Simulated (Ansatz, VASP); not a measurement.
## Two plane-wave programs on Li5Be

Contents of INCAR:

```
PREC     = Accurate       # precision mode
ENCUT    = 520            # plane-wave cutoff, eV
EDIFF    = 1E-7           # SCF threshold, eV
ISMEAR   = -1             # smearing method
SIGMA    = 0.08           # smearing width, eV
LREAL    = F              # projectors in reciprocal space
LASPH    = T              # aspherical terms in the spheres
NELM     = 60             # most SCF steps
ALGO     = Normal         # electronic algorithm
ISIF     = 2              # what is computed and relaxed
LWAVE    = F              # write WAVECAR
LCHARG   = F              # write CHGCAR
LDIPOL   = T            
IDIPOL   = 3            
DIPOL    = 0.5 0.5 0.500
GGA      = PE             # functional
NBANDS   = 18             # bands
```

File KPOINTS:

```
Automatic mesh
0
Gamma
  9 9 1
```

The input POSCAR:

```
Li5Be
1.0
    4.8518899234      0.0000000000      0.0000000000
   -2.4259449617      4.2018599300      0.0000000000
    0.0000000000      0.0000000000     24.9519000000
Li Be
5 1
Direct
    0.1666666667      0.3333333333      0.4021053712
    0.5000000000      1.0000000000      0.4444409468
    0.1666666667      0.3333333333      0.5213506650
    0.5000000000      1.0000000000      0.5555590567
    0.8333333333      0.6666666667      0.5978946165
    0.8333333333      0.6666666667      0.4786493434
```

Input for Ansatz:

```yaml
crystal:
  lattice:
    - [4.8518899234, 0.0, 0.0]
    - [-2.4259449617, 4.20185993, 0.0]
    - [0.0, 0.0, 24.9519]
  atoms:
    - { symbol: Li, position: [0.1666666667, 0.3333333333, 0.4021053712] }
    - { symbol: Li, position: [0.5, 1.0, 0.4444409468] }
    - { symbol: Be, position: [0.8333333333, 0.6666666667, 0.4786493434] }
    - { symbol: Li, position: [0.1666666667, 0.3333333333, 0.521350665] }
    - { symbol: Li, position: [0.5, 1.0, 0.5555590567] }
    - { symbol: Li, position: [0.8333333333, 0.6666666667, 0.5978946165] }
kpoints:
  mp_grid: { grid: [9, 9, 1] }
scf:
  occupations: { method: fermi_dirac, width: 0.08 }
hamiltonian:
  xc: pbe
  pseudopotentials: { kind: paw }
output:
  forces: true
  stress: true
  eigenvalues: true
efield:
  axis: 3
  amplitude: 0
  dipole_correction: true
```

Alike in both runs: task single point; functional PBE; k mesh 9 × 9 × 1; occupations fermi-dirac, width 0.08 eV; no spin polarisation.

|  | VASP | Ansatz |
| --- | --- | --- |
| version | VASP 6.6.1 | Ansatz 0.2.0 |
| potentials or method | VASP PAW PBE potentials, release 64 (Li_sv, Be) | PAW with Ansatz's default frozen-core files, scalar-relativistic |
| plane-wave cutoff (eV) | 520 | 420 |
| valence electrons in the cell | 17 | 17 |

Ansatz gave:

| Item | Value |
| --- | --- |
| rms of the force components (eV/Å) | 0.157 |

Task: Which values does VASP return?

Result: rms of the force components (eV/Å): 0.156.

With one functional, cell and mesh, what is left measures potentials, basis and numerics.

Noted on VASP's run: the cutoff is under 1.25 times that of the potentials, so the pressure is a little rough.
